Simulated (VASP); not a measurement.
The system is GdN.

```
Gd N
1.0
     0.00000    2.50112    2.50112
     2.50112    0.00000    2.50112
     2.50112    2.50112    0.00000
Gd N
1 1
Direct
  0.50000 0.50000 0.50000
  0.00000 0.00000 0.00000
```

Base run:

```yaml
Program: VASP 6.6.1
Functional: PBE
Potentials_or_basis: VASP PAW PBE potentials, release 64 (Gd, N)
Cutoff: 520 eV
k_mesh: 10 × 10 × 10
Occupations: gaussian, width 0.05 eV
Spin: collinear spin, ferromagnetic start
Starting_moments: "[7.63, -0.16] μB"
Hubbard_terms: Gd f U = 6.0 eV
```

Its results: band gap on the k mesh zero (filled and empty bands overlap); pressure 0.3 GPa.

Task: After a change of settings the same cell gave: band gap on the k mesh zero (an odd number of electrons rules out a gap without spin polarisation); pressure -6.5 GPa. Which change was it?
A. moments at the start from [7.63, -0.16] to [7.63, 0.0]
B. spin from collinear spin, ferromagnetic start to no spin polarisation; further incar settings from ALGO = Normal; EDIFF = 1e-07; NBANDS = 22 to ALGO = Normal; EDIFF = 1e-06; NBANDS = 18
C. further incar settings from ALGO = Normal; EDIFF = 1e-07; NBANDS = 22 to ALGO = Normal; EDIFF = 1e-06; NBANDS = 22; moments at the start from [7.63, -0.16] to [0.5, 0.0]

Result: B.

Caveats: spin-orbit coupling is left out, which moves the levels of the heavy elements; a cell with one magnetic atom can't hold antiferromagnetic order, which such compounds often take (at least some runs); the cell stands under tension (at least some runs); U without spin polarisation on a metal has little footing (at least some runs).
